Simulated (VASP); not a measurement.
# Mg5CdS6 (P4/mmm) in VASP: a series of runs

The runs below take Mg5CdS6 through single point, with PBE, r2SCAN.

Everything below comes from runs of VASP 6.6.1. Logs are shortened: lines on timing, memory, paths and dates and some standing lists are left out, and cuts for length are marked.

## Step 1: The cell of the first run

The structure is tetragonal, space group P4/mmm (No. 123). Conventional cell: a = 3.735 Å, b = 3.735 Å, c = 15.865 Å, α = 90.00°, β = 90.00°, γ = 90.00°. Mg (site symmetry 4mm) has 6 S at 2.59 to 2.64 Å within 3.4 Å. Mg (site symmetry 4/mmm) has 6 S at 2.60 to 2.64 Å within 3.4 Å. Within 3.5 Å of Mg (site symmetry 4mm) lie 6 S at 2.62 to 2.71 Å. Within 3.5 Å of Cd (site symmetry 4/mmm) lie 6 S at 2.64 to 2.74 Å. Within 3.4 Å of S (site symmetry 4/mmm) lie 6 Mg at 2.59 to 2.64 Å. Within 3.4 Å of S (site symmetry 4mm) lie 6 Mg at 2.60 to 2.64 Å. S (site symmetry 4mm) has 5 Mg at 2.60 to 2.64 Å and 1 Cd at 2.74 Å within 3.4 Å. Within 3.5 Å of S (site symmetry 4/mmm) lie 4 Cd at 2.64 Å and 2 Mg at 2.71 Å.

## Step 2: Single point, PBE

The input, INCAR:

```
ALGO     = Normal         # electronic algorithm
EDIFF    = 1E-7           # SCF threshold, eV
ENCUT    = 520            # plane-wave cutoff, eV
GGA      = PE             # functional
ISIF     = 2              # what is computed and relaxed
ISMEAR   = 0              # smearing method
LASPH    = T              # aspherical terms in the spheres
LCHARG   = F              # write CHGCAR
LREAL    = F              # projectors in reciprocal space
LWAVE    = F              # write WAVECAR
NBANDS   = 41             # bands
NELM     = 100            # most SCF steps
PREC     = Accurate       # precision mode
SIGMA    = 0.02           # smearing width, eV
```

The input, KPOINTS:

```
k-points
0
Gamma
  8 8 2
```

The input, POSCAR:

```
Mg5CdS6
1.0
    3.7350567000      0.0000000000      0.0000000000
    0.0000000000      3.7350567000      0.0000000000
    0.0000000000      0.0000000000     15.8645457000
Mg Cd S
5 1 6
Direct
    0.0000000000      0.0000000000      0.6634560000
    0.5000000000      0.5000000000      0.5000000000
    0.0000000000      0.0000000000      0.3365440000
    0.5000000000      0.5000000000      0.1710080000
    0.5000000000      0.5000000000      0.8289920000
    0.0000000000      0.0000000000      0.0000000000
    0.0000000000      0.0000000000      0.5000000000
    0.5000000000      0.5000000000      0.3358990000
    0.0000000000      0.0000000000      0.1727910000
    0.5000000000      0.5000000000      0.0000000000
    0.0000000000      0.0000000000      0.8272090000
    0.5000000000      0.5000000000      0.6641010000
```

Potentials or basis: VASP PAW PBE potentials, release 64 (Mg, Cd, S).

Launch:

```sh
> cat potpaw_PBE.64/Mg/POTCAR potpaw_PBE.64/Cd/POTCAR potpaw_PBE.64/S/POTCAR > POTCAR
> mpirun -np 1 vasp_std > vasp.out
```

OUTCAR:

```text
EDIFF = 1E-7
   ENCUT = 520
   GGA = PE
   ISIF = 2
   ISMEAR = 0
   LASPH = T
   LREAL = F
   NELM = 100
   PREC = Accurate

 ion  position               nearest neighbor table
   1  0.000  0.000  0.663-   7 2.59  11 2.60  12 2.64  12 2.64  12 2.64  12 2.64
   2  0.500  0.500  0.500-   8 2.60  12 2.60   7 2.64   7 2.64   7 2.64   7 2.64
   3  0.000  0.000  0.337-   7 2.59   9 2.60   8 2.64   8 2.64   8 2.64   8 2.64
   4  0.500  0.500  0.171-   8 2.62   9 2.64   9 2.64   9 2.64   9 2.64  10 2.71
   5  0.500  0.500  0.829-  12 2.62  11 2.64  11 2.64  11 2.64  11 2.64  10 2.71
   6  0.000  0.000  0.000-  10 2.64  10 2.64  10 2.64  10 2.64  11 2.74   9 2.74
   7  0.000  0.000  0.500-   1 2.59   3 2.59   2 2.64   2 2.64   2 2.64   2 2.64
   8  0.500  0.500  0.336-   2 2.60   4 2.62   3 2.64   3 2.64   3 2.64   3 2.64
   9  0.000  0.000  0.173-   3 2.60   4 2.64   4 2.64   4 2.64   4 2.64   6 2.74
  10  0.500  0.500  0.000-   6 2.64   6 2.64   6 2.64   6 2.64   4 2.71   5 2.71
  11  0.000  0.000  0.827-   1 2.60   5 2.64   5 2.64   5 2.64   5 2.64   6 2.74
  12  0.500  0.500  0.664-   2 2.60   5 2.62   1 2.64   1 2.64   1 2.64   1 2.64

  LATTYP: Found a simple tetragonal cell.
 ALAT       =     3.7350567000
 C/A-ratio  =     4.2474711830

  Lattice vectors:

 A1 = (   3.7350567000,   0.0000000000,   0.0000000000)
 A2 = (   0.0000000000,   3.7350567000,   0.0000000000)
 A3 = (   0.0000000000,   0.0000000000,  15.8645457000)

Analysis of symmetry for initial positions (statically):
=====================================================================
 Subroutine PRICEL returns:
 Original cell was already a primitive cell.

 Routine SETGRP: Setting up the symmetry group for a
 simple tetragonal supercell.

 Subroutine GETGRP returns: Found 16 space group operations
 (whereof 16 operations were pure point group operations)
 out of a pool of 16 trial point group operations.

The static configuration has the point symmetry D_4h.

Analysis of symmetry for dynamics (positions and initial velocities):
=====================================================================
 Subroutine PRICEL returns:
 Original cell was already a primitive cell.

 Routine SETGRP: Setting up the symmetry group for a
 simple tetragonal supercell.

 Subroutine GETGRP returns: Found 16 space group operations
 (whereof 16 operations were pure point group operations)
 out of a pool of 16 trial point group operations.

The dynamic configuration has the point symmetry D_4h.

 Subroutine INISYM returns: Found 16 space group operations
 (whereof 16 operations are pure point group operations),
 and found     1 'primitive' translations

----------------------------------------------------------------------------------------

                                     Primitive cell

  volume of cell :     221.3207

  direct lattice vectors                    reciprocal lattice vectors
     3.735056700  0.000000000  0.000000000     0.267733553  0.000000000  0.000000000
     0.000000000  3.735056700  0.000000000     0.000000000  0.267733553  0.000000000
     0.000000000  0.000000000 15.864545700     0.000000000  0.000000000  0.063033636

  length of vectors
     3.735056700  3.735056700 15.864545700     0.267733553  0.267733553  0.063033636

  position of ions in fractional coordinates (direct lattice)
     0.000000000  0.000000000  0.663456000
     0.500000000  0.500000000  0.500000000
     0.000000000  0.000000000  0.336544000
     0.500000000  0.500000000  0.171008000
     0.500000000  0.500000000  0.828992000
     0.000000000  0.000000000  0.000000000
     0.000000000  0.000000000  0.500000000
     0.500000000  0.500000000  0.335899000
     0.000000000  0.000000000  0.172791000
     0.500000000  0.500000000  0.000000000
     0.000000000  0.000000000  0.827209000
     0.500000000  0.500000000  0.664101000

  ion indices of the primitive-cell ions
   primitive index   ion index
                 1           1
                 2           2
                 3           3
                 4           4
                 5           5
                 6           6
                 7           7
                 8           8
                 9           9
                10          10
                11          11
                12          12

----------------------------------------------------------------------------------------

 KPOINTS: k-points

Automatic generation of k-mesh.
 Grid dimensions read from file:
 generate k-points for:    8    8    2

 Generating k-lattice:

  Cartesian coordinates                     Fractional coordinates (reciprocal lattice)
     0.033466694  0.000000000  0.000000000     0.125000000  0.000000000  0.000000000
     0.000000000  0.033466694  0.000000000     0.000000000  0.125000000  0.000000000
     0.000000000  0.000000000  0.031516818     0.000000000  0.000000000  0.500000000

  Length of vectors
     0.033466694  0.033466694  0.031516818

  Shift w.r.t. Gamma in fractional coordinates (k-lattice)
     0.000000000  0.000000000  0.000000000

 Subroutine IBZKPT returns following result:
 ===========================================

 Found     30 irreducible k-points:

 Following reciprocal coordinates:
            Coordinates               Weight
  0.000000  0.000000  0.000000      1.000000
  0.125000  0.000000  0.000000      4.000000
  0.250000  0.000000  0.000000      4.000000
  0.375000  0.000000  0.000000      4.000000
  0.500000  0.000000  0.000000      2.000000
  0.125000  0.125000  0.000000      4.000000
[... 16 lines left out ...]
  0.375000  0.125000  0.500000      8.000000
  0.500000  0.125000  0.500000      4.000000
 [... further k-points ...]
   k-points           NKPTS =     30   k-points in BZ     NKDIM =     30   number of bands    NBANDS=     41
   number of dos      NEDOS =    301   number of ions     NIONS =     12
   total plane-waves  NPLWV =  94080
   dimension x,y,z NGX =    28 NGY =   28 NGZ =  120
   dimension x,y,z NGXF=    56 NGYF=   56 NGZF=  240
   ions per type =               5   1   6
   NGX,Y,Z   is equivalent  to a cutoff of  12.46, 12.46, 12.57 a.u.
   NGXF,Y,Z  is equivalent  to a cutoff of  24.93, 24.93, 25.15 a.u.
 SYSTEM =  unknown system
   PREC   = accura    normal or accurate (medium, high low for compatibility)
   ISTART =      0    job   : 0-new  1-cont  2-samecut
   ICHARG =      2    charge: 1-file 2-atom 10-const
   ISPIN  =      1    spin polarized calculation?
   LNONCOLLINEAR =      F non collinear calculations
   LSORBIT =      F    spin-orbit coupling
   LASPH  =      T    aspherical Exc in radial PAW
   ENCUT  =  520.0 eV  38.22 Ry    6.18 a.u.   6.94  6.94 29.50*2*pi/ulx,y,z
   NELM   =    100;   NELMIN=  2; NELMDL= -5     # of ELM steps
   EDIFF  = 0.1E-06   stopping-criterion for ELM
   LREAL  =      F    real-space projection
   EDIFFG = 0.1E-05   stopping-criterion for IOM
   NSW    =      0    number of steps for IOM
   IBRION =     -1    ionic relax: 0-MD 1-quasi-New 2-CG
   NFREE  =      0    steps in history (QN), initial steepest desc. (CG)
   ISIF   =      2    stress and relaxation
   ISYM   =      2    0-nonsym 1-usesym 2-fastsym
   POTIM  = 0.5000    time-step for ionic-motion
   TEBEG  =    0.0;   TEEND  =   0.0 temperature during run
   PSTRESS=    0.0 pullay stress
   NELECT =      58.0000    total number of electrons
   NUPDOWN=      -1.0000    fix difference up-down
   EMIN   =  10.00;   EMAX   =-10.00  energy-range for DOS
   EFERMI =   0.00;   METHOD = LEGACY
   ISMEAR =     0;   SIGMA  =   0.02  broadening in eV -4-tet -1-fermi 0-gaus
   EFERMI_NEDOS =   21; number of points for ismear=-14 and -15
   IALGO  =     38    algorithm
   IMIX   =      4    mixing-type and parameters
     AMIX     =   0.40;   BMIX     =  1.00
     AMIX_MAG =   1.60;   BMIX_MAG =  1.00
  volume/ion in A,a.u.               =      18.44       124.46
  Fermi-wavevector in a.u.,A,eV,Ry     =   1.047635  1.979744 14.932936  1.097540
  Thomas-Fermi vector in A             =   2.182524
   LORBIT       =      0    0 simple, 1 ext, 2 COOP (PROOUT), +10 PAW based schemes
   GGA     = PE    functional components
   LHFCALC =     F    Hartree Fock is set to
   AEXX    =    0.0000 exact exchange contribution
   IVDW    =     0    specifies the selected vdW correction
   LEPSILON=     F    determine dielectric tensor
   LRPA    =     F    only Hartree local field effects (RPA)
 non-spin polarized calculation
 Gauss-broadening in eV      SIGMA  =   0.02
  energy-cutoff  :      520.00
  volume of cell :      221.32
 maximum number of plane-waves:      6002
 NGX is ok and might be reduce to    28
   NGX = 13   NGY = 13   NGZ = 59

 number of electron      58.0000004 magnetization

 Free energy of the ion-electron system (eV)
  ---------------------------------------------------
  ext. energy  EPLUGINS =         0.00000000
  ---------------------------------------------------
  free energy    TOTEN  =       -48.22429404 eV

  energy without entropy =      -48.22429404  energy(sigma->0) =      -48.22429404

 E-fermi :   3.9644     XC(G=0):  -9.7370

 val. band max:        3.8171192878   @ k =   0.5000   0.0000   0.5000
 cond. band min:       4.9891426090   @ k =   0.5000   0.5000   0.0000
 fundamental gap:      1.1720233212
 Fermi energy:         3.9644262831

 k-point     1 :       0.0000    0.0000    0.0000
  band No.  band energies     occupation
      1      -9.2253      2.00000
      2      -8.9249      2.00000
      3      -8.7941      2.00000
      4      -8.2912      2.00000
      5      -7.9896      2.00000
      6      -7.6285      2.00000
[... 1045 lines left out ...]
     40       9.6128      0.00000
     41       9.6433      0.00000

 [... further k-points ...]

------------------------ aborting loop because EDIFF is reached ----------------------------------------

  FORCE on cell =-STRESS in cart. coord.  units (eV):
  Direction    XX          YY          ZZ          XY          YZ          ZX
  --------------------------------------------------------------------------------------
  -------------------------------------------------------------------------------------
  Total       -0.1747916     -0.1747916     -0.2351817      0.0000000      0.0000000     -0.0000000
  in kB       -1.2653453     -1.2653453     -1.7025193      0.0000000      0.0000000     -0.0000000
  external PRESSURE =      -1.4110699 kB  Pullay stress =       0.0000000 kB

 VOLUME and BASIS-vectors are now :
 -----------------------------------------------------------------------------
  energy-cutoff  :      520.00
  volume of cell :      221.32
      direct lattice vectors                 reciprocal lattice vectors
     3.735056700  0.000000000  0.000000000     0.267733553  0.000000000  0.000000000
     0.000000000  3.735056700  0.000000000     0.000000000  0.267733553  0.000000000
     0.000000000  0.000000000 15.864545700     0.000000000  0.000000000  0.063033636

 POSITION                                       TOTAL-FORCE (eV/Angst)
 -----------------------------------------------------------------------------------
      0.00000      0.00000     10.52543         0.000000      0.000000     -0.000288
      1.86753      1.86753      7.93227        -0.000000     -0.000000      0.000000
      0.00000      0.00000      5.33912        -0.000000     -0.000000      0.000288
      1.86753      1.86753      2.71296         0.000000      0.000000      0.002979
      1.86753      1.86753     13.15158        -0.000000      0.000000     -0.002979
      0.00000      0.00000      0.00000        -0.000000     -0.000000      0.000000
      0.00000      0.00000      7.93227        -0.000000     -0.000000      0.000000
      1.86753      1.86753      5.32889         0.000000     -0.000000      0.000498
      0.00000      0.00000      2.74125        -0.000000     -0.000000      0.028617
      1.86753      1.86753      0.00000        -0.000000     -0.000000      0.000000
      0.00000      0.00000     13.12329         0.000000     -0.000000     -0.028617
      1.86753      1.86753     10.53566        -0.000000      0.000000     -0.000498
 -----------------------------------------------------------------------------------
    total drift:                               -0.000000      0.000000     -0.000000

  FREE ENERGIE OF THE ION-ELECTRON SYSTEM (eV)
  ---------------------------------------------------
  free  energy   TOTEN  =       -48.2242940432 eV

  energy  without entropy=      -48.2242940432  energy(sigma->0) =      -48.22429404
```

Run time: 4.5 min. Hardware: 1 thread of Oxide Virtual Turin-like, shared host; peak memory 0.4 GiB.

What came out:

* Free energy: -48.2243 eV
* Pressure: -0.1 GPa
* Largest force: 0.029 eV/Å
* Band gap on the k mesh: 1.17 eV (least direct gap 1.94 eV)

Forces on the atoms (eV/Å):
```
Mg   0.000  0.000  0.000
Mg   0.000  0.000  0.000
Mg   0.000  0.000  0.000
Mg   0.000  0.000  0.003
Mg   0.000  0.000 -0.003
Cd   0.000  0.000  0.000
S    0.000  0.000  0.000
S    0.000  0.000  0.000
S    0.000  0.000  0.029
S    0.000  0.000  0.000
S    0.000  0.000 -0.029
S    0.000  0.000  0.000
```

## Step 3: Single point, r2SCAN

POSCAR is that of step 2.

The input, INCAR.step1:

```
SYSTEM = Mg5CdS6
PREC = Accurate
ENCUT = 520
ISMEAR = 0
SIGMA = 0.02
LREAL = .False.
LASPH = .True.
NELM = 100
NBANDS = 41
GGA = PE
ALGO = Normal
EDIFF = 1E-4
LWAVE = .True.
LCHARG = .False.
```

The input, INCAR.step2:

```
SYSTEM = Mg5CdS6
PREC = Accurate
ENCUT = 520
EDIFF = 1E-6
ISMEAR = 0
SIGMA = 0.02
LREAL = .False.
LASPH = .True.
NELM = 100
ALGO = Normal
ISIF = 2
LWAVE = .False.
LCHARG = .False.
METAGGA = R2SCAN
LMIXTAU = .True.
NBANDS = 41
ISTART = 1
```

The input, KPOINTS:

```
regular mesh
0
Gamma
  8 8 2
  0 0 0
```

Potentials or basis: VASP PAW PBE potentials, release 64 (Mg, Cd, S).

Launch:

```sh
> cat potpaw_PBE.64/Mg/POTCAR potpaw_PBE.64/Cd/POTCAR potpaw_PBE.64/S/POTCAR > POTCAR
> cp INCAR.step1 INCAR
> mpirun -np 1 vasp_std > vasp.out
> cp INCAR.step2 INCAR
> mpirun -np 1 vasp_std > vasp.out
```

Wall time 11 min (1 thread of Oxide Virtual Turin-like, shared host); peak memory 0.45 GiB.

It converged, with:

```yaml
Free_energy: -106.8836 eV
Pressure: -1.5 GPa
Largest_force: 0.019 eV/Å
Band_gap_on_the_k_mesh: 1.66 eV (least direct gap 2.49 eV)
```

Forces in eV/Å, atoms in the order of the input:
```
Mg   0.000  0.000  0.001
Mg   0.000  0.000  0.000
Mg   0.000  0.000 -0.001
Mg   0.000  0.000  0.019
Mg   0.000  0.000 -0.019
Cd   0.000  0.000  0.000
S    0.000  0.000  0.000
S    0.000  0.000  0.001
S    0.000  0.000  0.012
S    0.000  0.000  0.000
S    0.000  0.000 -0.012
S    0.000  0.000 -0.001
```

Levels at points of the mesh, in eV from the valence-band top:
```
           k point  band 25  band 26  band 27  band 28  band 29  band 30  band 31  band 32  band 33  band 34
(0.00, 0.00, 0.00)    -0.94    -0.94    -0.55    -0.51    -0.51     1.98     3.31     3.83     3.91     4.65
(0.50, 0.00, 0.00)    -1.06    -1.06    -1.04    -0.92     0.00     4.71     4.83     5.08     5.10     5.63
(0.50, 0.50, 0.00)    -2.62    -2.18    -2.17    -2.15    -2.15     1.66     2.81     3.95     4.29     4.46
(0.00, 0.00, 0.50)    -0.99    -0.78    -0.78    -0.56    -0.56     2.04     3.14     3.85     4.41     4.67
(0.50, 0.00, 0.50)    -1.06    -1.05    -1.04    -0.68     0.00     4.48     4.53     5.45     5.60     5.70
(0.50, 0.50, 0.50)    -2.37    -2.36    -2.31    -2.27    -2.27     1.77     3.22     3.33     3.43     5.07
```

Caveat: the PAW data sets were made with another functional, which shifts forces and pressure a little.
